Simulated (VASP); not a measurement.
Runs of VASP 6.6.1 on CsO. The structure is that of space group Immm (No. 71), or close to it. The cells are those of the table. 

```csv
cell,gap on the mesh (eV),pressure (GPa),largest force (eV/Å)
"a = 5.515 Å, angles 133.9, 103.7, 94.1°, 4 atoms",1.53,-5.0,2.10
"a = 5.341 Å, angles 132.3, 108.5, 90.5°, 4 atoms",(b),-2.3,0.38
"a = 5.426 Å, angles 133.1, 106.1, 92.3°, 4 atoms",1.58,(a),1.42
"a = 5.285 Å, angles 131.7, 110.2, 89.3°, 4 atoms",1.47,-0.7,0.56
"a = 5.485 Å, angles 133.6, 104.5, 93.5°, 4 atoms",1.55,-4.7,1.91
```

Alike in all rows: task single point; level LDA; potentials or basis VASP PAW LDA potentials, release 64 (Cs_sv, O); no spin polarisation; k mesh 8 × 8 × 8; cutoff (eV) 520; smearing gaussian 0.05 eV.

**Question.** Estimate the missing entries.

**Answer.** (a) -3.9; (b) 1.56.

Caveats: spin-orbit coupling is left out, which moves the levels of the heavy elements; the cell stands under tension (at least some runs); forces of over 1 eV/Å act on the atoms, so gaps and moduli don't describe the material at rest (at least some runs).

A k mesh can miss the band edges, and the runs leave out spin-orbit coupling on Cs.
